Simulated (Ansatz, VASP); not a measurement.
## Two plane-wave programs on MgO

INCAR

```
PREC = Accurate ; ENCUT = 520
EDIFF = 1E-8 ; ISMEAR = -1
SIGMA = 0.02 ; LREAL = False
LASPH = True ; NELM = 100
ALGO = Normal ; ISIF = 2
LWAVE = False ; LCHARG = False
GGA = PE ; LEFG = True
NBANDS = 11
```

Contents of KPOINTS:

```
Automatic mesh
0
Gamma
  13 13 13
```

The input POSCAR:

```
MgO
1.0
    0.0000000000      2.0185000000      2.0185000000
    2.0185000000      0.0000000000      2.0185000000
    2.0185000000      2.0185000000      0.0000000000
Mg O
1 1
Direct
    0.0000000000      0.0000000000      0.0000000000
    0.5000000000      0.5000000000      0.5000000000
```

Input for Ansatz:

```yaml
crystal:
  lattice:
    - [0.0, 2.0185, 2.0185]
    - [2.0185, 0.0, 2.0185]
    - [2.0185, 2.0185, 0.0]
  atoms:
    - { symbol: Mg, position: [0.0, 0.0, 0.0] }
    - { symbol: O, position: [0.5, 0.5, 0.5] }
kpoints:
  mp_grid: { grid: [13, 13, 13] }
scf:
  occupations: { method: fermi_dirac, width: 0.02 }
hamiltonian:
  xc: pbe
  pseudopotentials: { kind: paw }
output:
  forces: true
  stress: true
  populations: true
  efg:
    quadrupole_moments_barn: { Mg: 0.1994, O: -0.02558 }
    contact_densities: true
```

Alike in both runs: task electric field gradients; functional PBE; k mesh 13 × 13 × 13; occupations fermi-dirac, width 0.02 eV; no spin polarisation.

|  | VASP | Ansatz |
| --- | --- | --- |
| version | VASP 6.6.1 | Ansatz 0.2.0 |
| potentials or method | VASP PAW PBE potentials, release 64 (Mg, O) | plane-wave PAW, scalar-relativistic |
| plane-wave cutoff (eV) | 520 | 420 |
| valence electrons in the cell | 8 | 16 |

|  | VASP | Ansatz | Ansatz less VASP |
| --- | --- | --- | --- |
| gap on the k mesh at the Fermi level (eV) | 6.07 | 6.08 | +0.011 |

With one functional, cell and mesh, what is left measures potentials, basis and numerics. VASP's potentials hold 8 valence electrons a cell and Ansatz's 16, so a difference there can come from the potentials and not from the codes.
